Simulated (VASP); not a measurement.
# CuO in VASP: further runs

Runs on CuO. Level: PBEsol. Tasks: single point.

Program: VASP 6.6.1. These are calculated values, not measurements. Logs are shortened: lines on timing, memory, paths and dates and some standing lists are left out, and cuts for length are marked.

### 1 The cell of the first run

It takes space group Cccm (No. 66, orthorhombic). The conventional cell has a = 4.034 Å, b = 4.364 Å, c = 5.224 Å, α = 90.00°, β = 90.00°, γ = 90.00°. Within 2.6 Å of Cu (site symmetry 2/m) lie 4 O at 1.98 Å. O (site symmetry 222) has 4 Cu at 1.98 Å and 2 O at 2.61 Å within 2.7 Å.

### 2 Single point, PBEsol (11.50 Å³/atom)

INCAR

```
PREC = Accurate
ENCUT = 520
EDIFF = 1E-6
ISMEAR = -1
SIGMA = 0.05
LREAL = False
LASPH = True
NELM = 60
ALGO = Normal
ISIF = 2
LWAVE = False
LCHARG = True
GGA = PS
LELF = True
LVHAR = True
NBANDS = 25
```

KPOINTS

```
Automatic mesh
0
Gamma
  9 9 5
```

POSCAR

```
CuO
1.0
    2.0171679519     -2.1818894341      0.0000000000
    2.0171679519      2.1818894341      0.0000000000
    0.0000000000      0.0000000000      5.2237769386
Cu O
2 2
Direct
    0.5000000000      0.0000000000      0.0000000000
    0.0000000000      0.5000000000      0.5000000000
    0.5000000000      0.5000000000      0.2500000000
    0.5000000000      0.5000000000      0.7500000000
```

Potentials or basis: VASP PAW PBE potentials, release 64 (Cu, O).

Command:

```bash
$ cat potpaw_PBE.64/Cu/POTCAR potpaw_PBE.64/O/POTCAR > POTCAR
$ mpirun -np 1 vasp_std > vasp.out
```

OUTCAR:

```text
PREC = Accurate
   ENCUT = 520
   EDIFF = 1E-6
   ISMEAR = -1
   LREAL = False
   LASPH = True
   NELM = 60
   ISIF = 2
   GGA = PS

 ion  position               nearest neighbor table
   1  0.500  0.000  0.000-   3 1.98   4 1.98   3 1.98   4 1.98
   2  0.000  0.500  0.500-   3 1.98   4 1.98   3 1.98   4 1.98
   3  0.500  0.500  0.250-   1 1.98   2 1.98   1 1.98   2 1.98
   4  0.500  0.500  0.750-   1 1.98   2 1.98   1 1.98   2 1.98

  LATTYP: Found a base centered orthorhombic cell.
 ALAT       =     4.0343359038
 B/A-ratio  =     1.0816597756
 C/A-ratio  =     1.2948294498

  Lattice vectors:

 A1 = (   2.0171679519,  -2.1818894341,   0.0000000000)
 A2 = (   2.0171679519,   2.1818894341,   0.0000000000)
 A3 = (   0.0000000000,   0.0000000000,   5.2237769386)

Analysis of symmetry for initial positions (statically):
=====================================================================
 Subroutine PRICEL returns:
 Original cell was already a primitive cell.

 Routine SETGRP: Setting up the symmetry group for a
 base centered orthorhombic supercell.

 Subroutine GETGRP returns: Found  8 space group operations
 (whereof  4 operations were pure point group operations)
 out of a pool of  8 trial point group operations.

The static configuration has the point symmetry C_2h.
 The point group associated with its full space group is D_2h.

Analysis of symmetry for dynamics (positions and initial velocities):
=====================================================================
 Subroutine PRICEL returns:
 Original cell was already a primitive cell.

 Routine SETGRP: Setting up the symmetry group for a
 base centered orthorhombic supercell.

 Subroutine GETGRP returns: Found  8 space group operations
 (whereof  4 operations were pure point group operations)
 out of a pool of  8 trial point group operations.

The dynamic configuration has the point symmetry C_2h.
 The point group associated with its full space group is D_2h.

 Subroutine INISYM returns: Found  8 space group operations
 (whereof  4 operations are pure point group operations),
 and found     1 'primitive' translations

----------------------------------------------------------------------------------------

                                     Primitive cell

  volume of cell :      45.9822

  direct lattice vectors                    reciprocal lattice vectors
     2.017167952 -2.181889434  0.000000000     0.247872270 -0.229159183  0.000000000
     2.017167952  2.181889434  0.000000000     0.247872270  0.229159183  0.000000000
     0.000000000  0.000000000  5.223776939     0.000000000  0.000000000  0.191432370

  length of vectors
     2.971465640  2.971465640  5.223776939     0.337571612  0.337571612  0.191432370

  position of ions in fractional coordinates (direct lattice)
     0.500000000  0.000000000  0.000000000
     0.000000000  0.500000000  0.500000000
     0.500000000  0.500000000  0.250000000
     0.500000000  0.500000000  0.750000000

  ion indices of the primitive-cell ions
   primitive index   ion index
                 1           1
                 2           2
                 3           3
                 4           4

----------------------------------------------------------------------------------------

 KPOINTS: Automatic mesh

Automatic generation of k-mesh.
 Grid dimensions read from file:
 generate k-points for:    9    9    5

 Generating k-lattice:

  Cartesian coordinates                     Fractional coordinates (reciprocal lattice)
     0.027541363 -0.025462131  0.000000000     0.111111111  0.000000000  0.000000000
     0.027541363  0.025462131  0.000000000     0.000000000  0.111111111  0.000000000
     0.000000000  0.000000000  0.038286474     0.000000000  0.000000000  0.200000000

  Length of vectors
     0.037507957  0.037507957  0.038286474

  Shift w.r.t. Gamma in fractional coordinates (k-lattice)
     0.000000000  0.000000000  0.000000000

 Subroutine IBZKPT returns following result:
 ===========================================

 Found     75 irreducible k-points:

 Following reciprocal coordinates:
            Coordinates               Weight
  0.000000  0.000000  0.000000      1.000000
  0.111111 -0.000000  0.000000      4.000000
  0.222222 -0.000000  0.000000      4.000000
  0.333333  0.000000  0.000000      4.000000
  0.444444 -0.000000  0.000000      4.000000
  0.111111  0.111111  0.000000      2.000000
[... 16 lines left out ...]
 -0.333333  0.333333  0.000000      2.000000
  0.444444  0.444444  0.000000      2.000000
 [... further k-points ...]
   k-points           NKPTS =     75   k-points in BZ     NKDIM =     75   number of bands    NBANDS=     25
   number of dos      NEDOS =    301   number of ions     NIONS =      4
   total plane-waves  NPLWV =  23040
   dimension x,y,z NGX =    24 NGY =   24 NGZ =   40
   dimension x,y,z NGXF=    48 NGYF=   48 NGZF=   80
   ions per type =               2   2
   NGX,Y,Z   is equivalent  to a cutoff of  13.43, 13.43, 12.73 a.u.
   NGXF,Y,Z  is equivalent  to a cutoff of  26.85, 26.85, 25.46 a.u.
 SYSTEM =  unknown system
   PREC   = accura    normal or accurate (medium, high low for compatibility)
   ISTART =      0    job   : 0-new  1-cont  2-samecut
   ICHARG =      2    charge: 1-file 2-atom 10-const
   ISPIN  =      1    spin polarized calculation?
   LNONCOLLINEAR =      F non collinear calculations
   LSORBIT =      F    spin-orbit coupling
   LASPH  =      T    aspherical Exc in radial PAW
   ENCUT  =  520.0 eV  38.22 Ry    6.18 a.u.   5.52  5.52  9.71*2*pi/ulx,y,z
   NELM   =     60;   NELMIN=  2; NELMDL= -5     # of ELM steps
   EDIFF  = 0.1E-05   stopping-criterion for ELM
   LREAL  =      F    real-space projection
   EDIFFG = 0.1E-04   stopping-criterion for IOM
   NSW    =      0    number of steps for IOM
   IBRION =     -1    ionic relax: 0-MD 1-quasi-New 2-CG
   NFREE  =      0    steps in history (QN), initial steepest desc. (CG)
   ISIF   =      2    stress and relaxation
   ISYM   =      2    0-nonsym 1-usesym 2-fastsym
   POTIM  = 0.5000    time-step for ionic-motion
   TEBEG  =    0.0;   TEEND  =   0.0 temperature during run
   PSTRESS=    0.0 pullay stress
   NELECT =      34.0000    total number of electrons
   NUPDOWN=      -1.0000    fix difference up-down
   EMIN   =  10.00;   EMAX   =-10.00  energy-range for DOS
   EFERMI =   0.00;   METHOD = LEGACY
   ISMEAR =    -1;   SIGMA  =   0.05  broadening in eV -4-tet -1-fermi 0-gaus
   EFERMI_NEDOS =   21; number of points for ismear=-14 and -15
   IALGO  =     38    algorithm
   IMIX   =      4    mixing-type and parameters
     AMIX     =   0.40;   BMIX     =  1.00
     AMIX_MAG =   1.60;   BMIX_MAG =  1.00
  volume/ion in A,a.u.               =      11.50        77.58
  Fermi-wavevector in a.u.,A,eV,Ry     =   1.480374  2.797500 29.817249  2.191506
  Thomas-Fermi vector in A             =   2.594416
   LORBIT       =      0    0 simple, 1 ext, 2 COOP (PROOUT), +10 PAW based schemes
   GGA     = PS    functional components
   LHFCALC =     F    Hartree Fock is set to
   AEXX    =    0.0000 exact exchange contribution
   IVDW    =     0    specifies the selected vdW correction
   LEPSILON=     F    determine dielectric tensor
   LRPA    =     F    only Hartree local field effects (RPA)
 non-spin polarized calculation
  energy-cutoff  :      520.00
  volume of cell :       45.98
 maximum number of plane-waves:      1257
 NGX is ok and might be reduce to    24
   NGX = 11   NGY = 11   NGZ = 19

 number of electron      34.0000030 magnetization

 Free energy of the ion-electron system (eV)
  ---------------------------------------------------
  ext. energy  EPLUGINS =         0.00000000
  ---------------------------------------------------
  free energy    TOTEN  =       -21.37003088 eV

  energy without entropy =      -21.35040205  energy(sigma->0) =      -21.36021646

 E-fermi :   4.2171     XC(G=0): -11.3915

 val. band max:        4.2130315134   @ k =   0.1111   0.1111   0.4000
 cond. band min:       4.2223377624   @ k =   0.2222   0.1111   0.0000
 fundamental gap:      0.0093062490
 Fermi energy:         4.2171425618

 k-point     1 :       0.0000    0.0000    0.0000
  band No.  band energies     occupation
      1     -15.1208      2.00000
      2     -13.8950      2.00000
      3      -3.5242      2.00000
      4      -0.9744      2.00000
      5      -0.8191      2.00000
      6       0.7454      2.00000
[... 17 lines left out ...]
     24      18.5138      0.00000
     25      18.7721      0.00000

 k-point     2 :       0.1111   -0.0000    0.0000
  band No.  band energies     occupation
      1     -15.0602      2.00000
      2     -13.8753      2.00000
      3      -3.4143      2.00000
      4      -0.9975      2.00000
      5      -0.8252      2.00000
      6       0.1014      2.00000
[... 17 lines left out ...]
     24      18.6820      0.00000
     25      18.9492      0.00000

 k-point     3 :       0.2222   -0.0000    0.0000
  band No.  band energies     occupation
      1     -14.9010      2.00000
      2     -13.8253      2.00000
      3      -3.1219      2.00000
      4      -1.0756      2.00000
      5      -0.9656      2.00000
      6      -0.7773      2.00000
[... 17 lines left out ...]
     24      18.6048      0.00000
     25      18.9822      0.00000

 k-point     4 :       0.3333    0.0000    0.0000
  band No.  band energies     occupation
      1     -14.7095      2.00000
      2     -13.7677      2.00000
      3      -2.7612      2.00000
      4      -1.9031      2.00000
      5      -1.1080      2.00000
      6      -0.6966      2.00000
[... 17 lines left out ...]
     24      17.7336      0.00000
     25      18.7881      0.00000
[... 477 lines left out ...]
 k-point    22 :      -0.4444    0.3333    0.0000
  band No.  band energies     occupation
      1     -14.2201      2.00000
      2     -13.6411      2.00000
      3      -2.1362      2.00000
      4      -1.6662      2.00000
      5      -1.4683      2.00000
      6      -0.8385      2.00000
[... 17 lines left out ...]
     24      15.7301      0.00000
     25      16.8393      0.00000

 k-point    23 :      -0.3333    0.3333    0.0000
  band No.  band energies     occupation
      1     -14.3449      2.00000
      2     -13.6734      2.00000
      3      -1.9637      2.00000
      4      -1.7688      2.00000
      5      -1.3834      2.00000
      6      -0.8891      2.00000
[... 17 lines left out ...]
     24      16.1041      0.00000
     25      17.2338      0.00000

 k-point    24 :       0.4444    0.4444    0.0000
  band No.  band energies     occupation
      1     -14.0999      2.00000
      2     -13.6117      2.00000
      3      -2.1689      2.00000
      4      -1.8648      2.00000
      5      -1.3193      2.00000
      6      -0.7898      2.00000
[... 17 lines left out ...]
     24      15.3314      0.00000
     25      15.7665      0.00000

 [... further k-points ...]
[... 5 lines left out ...]
  --------------------------------------------------------------------------------------
  -------------------------------------------------------------------------------------
  Total       -2.3719003     -2.9262070     -3.8211454     -0.0000000      0.0000000      0.0000000
  in kB      -82.6451927   -101.9591523   -133.1418929     -0.0000000      0.0000000      0.0000000
  external PRESSURE =    -105.9154126 kB  Pullay stress =       0.0000000 kB

 VOLUME and BASIS-vectors are now :
 -----------------------------------------------------------------------------
  energy-cutoff  :      520.00
  volume of cell :       45.98
      direct lattice vectors                 reciprocal lattice vectors
     2.017167952 -2.181889434  0.000000000     0.247872270 -0.229159183  0.000000000
     2.017167952  2.181889434  0.000000000     0.247872270  0.229159183  0.000000000
     0.000000000  0.000000000  5.223776939     0.000000000  0.000000000  0.191432370

 POSITION                                       TOTAL-FORCE (eV/Angst)
 -----------------------------------------------------------------------------------
      1.00858     -1.09094      0.00000        -0.000000     -0.000000      0.000000
      1.00858      1.09094      2.61189         0.000000      0.000000      0.000000
      2.01717      0.00000      1.30594         0.000000      0.000000      0.000000
      2.01717      0.00000      3.91783         0.000000      0.000000     -0.000000
 -----------------------------------------------------------------------------------
    total drift:                                0.000000     -0.000000     -0.000000

  FREE ENERGIE OF THE ION-ELECTRON SYSTEM (eV)
  ---------------------------------------------------
  free  energy   TOTEN  =       -21.3700308770 eV

  energy  without entropy=      -21.3504020495  energy(sigma->0) =      -21.36021646
```

Wall time 85 s (1 thread of Intel Xeon 8259CL, shared host); peak memory 0.21 GiB.

What came out:

- Free energy: -21.3700 eV
- Pressure: -10.6 GPa
- Band gap on the k mesh: zero (bands 17 and 18 overlap by 0.84 eV)

Stress tensor (GPa, compression positive):
```
 -8.26   0.00   0.00
  0.00 -10.20   0.00
  0.00   0.00 -13.31
```

Caveat: the cell stands under tension; the PAW data sets were made with another functional, which shifts forces and pressure a little; semilocal functionals often make such compounds metallic where correlation or magnetic order opens a gap, which also shifts bond lengths.

(Continued in part 2 of 2.)
